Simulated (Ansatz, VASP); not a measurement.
MgS: VASP beside Ansatz

INCAR

```
SYSTEM = MgS
ALGO = Normal
EDIFF = 1E-7
ENCUT = 520
GGA = PS
ISIF = 2
ISMEAR = 0
LASPH = .TRUE.
LCHARG = .FALSE.
LREAL = .FALSE.
LWAVE = .FALSE.
NBANDS = 11
NELM = 60
PREC = Accurate
SIGMA = 0.02
```

File KPOINTS:

```
k-points
0
G
  8 8 8
  0 0 0
```

POSCAR

```
MgS
1.0
    0.0000000000      2.6839922225      2.6839922225
    2.6839922225      0.0000000000      2.6839922225
    2.6839922225      2.6839922225      0.0000000000
Mg S
1 1
Direct
    0.0000000000      0.0000000000      0.0000000000
    0.5000000000      0.5000000000      0.5000000000
```

Input for Ansatz:

```yaml
crystal:
  lattice:
    - [0.0, 2.6839922225, 2.6839922225]
    - [2.6839922225, 0.0, 2.6839922225]
    - [2.6839922225, 2.6839922225, 0.0]
  atoms:
    - { symbol: Mg, position: [0.0, 0.0, 0.0] }
    - { symbol: S, position: [0.5, 0.5, 0.5] }
basis:
  ecutwfc: 420
kpoints:
  mp_grid: { grid: [8, 8, 8] }
hamiltonian:
  xc: pbesol
scf:
  occupations: { method: gaussian, width: 0.02 }
output:
  forces: true
  stress: true
  eigenvalues: true
```

Alike in both runs: task single point; functional PBEsol; k mesh 8 × 8 × 8; occupations gaussian, width 0.02 eV; no spin polarisation.

|  | VASP | Ansatz |
| --- | --- | --- |
| version | VASP 6.6.1 | Ansatz 0.2.0 |
| potentials or method | VASP PAW PBE potentials, release 64 (Mg, S), cutoff 520 eV | scalar-relativistic, plane waves, PAW |
| valence electrons in the cell | 8 | 16 |

VASP gave:

* gap on the k mesh at the Fermi level (eV): 2.51
* least direct gap on the mesh (eV): 2.91
* pressure (GPa): -6.9

Problem. What did Ansatz give for the same quantities?

Solution. gap on the k mesh at the Fermi level (eV): 2.51; least direct gap on the mesh (eV): 2.91; pressure (GPa): -6.7.

VASP's potentials were made for PBE, not for PBEsol. The functional is the same, so the differences come from potentials, cutoffs and numerics. VASP's potentials hold 8 valence electrons a cell and Ansatz's 16, so a difference there can come from the potentials and not from the codes.
